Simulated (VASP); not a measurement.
A run of VASP 6.6.1:

Contents of POSCAR:

```
BAs
1.0
    3.3658576842      0.0000000000      0.0000000000
   -1.6829288421      2.9149182600      0.0000000000
    0.0000000000      0.0000000000      8.7445888832
B As
2 2
Direct
    0.3333333333      0.6666666667      0.2500000000
    0.6666666667      0.3333333333      0.7500000000
    0.6666666667      0.3333333333      0.2500000000
    0.3333333333      0.6666666667      0.7500000000
```

File INCAR.step1:

```
PREC = Accurate
ENCUT = 520
ISMEAR = 0
SIGMA = 0.01
LREAL = False
LASPH = True
NELM = 60
NBANDS = 16
GGA = PE
ALGO = Normal
EDIFF = 1E-4
LWAVE = True
LCHARG = False
```

INCAR.step2

```
PREC = Accurate
ENCUT = 520
EDIFF = 1E-6
ISMEAR = 0
SIGMA = 0.01
LREAL = False
LASPH = True
NELM = 60
ALGO = Normal
ISIF = 2
LWAVE = False
LCHARG = False
METAGGA = R2SCAN
LMIXTAU = True
NBANDS = 16
ISTART = 1
```

KPOINTS

```
regular mesh
0
Gamma
  12 12 4
```

Potentials or basis: VASP PAW PBE potentials, release 64 (B, As).

Launch:

```console
$ cat potpaw_PBE.64/B/POTCAR potpaw_PBE.64/As/POTCAR > POTCAR
$ cp INCAR.step1 INCAR
$ mpirun -np 1 vasp_std > vasp.out
$ cp INCAR.step2 INCAR
$ mpirun -np 1 vasp_std > vasp.out
```

Hardware: 1 thread of AMD EPYC 9R45 96-Core Processor (Zen 5) (shared host).

Estimate the wall time of this run.

It took 3.5 min on 1 thread of AMD EPYC 9R45 96-Core Processor (Zen 5), with other jobs on the host, peak memory 0.24 GiB. Counts: k points 57.
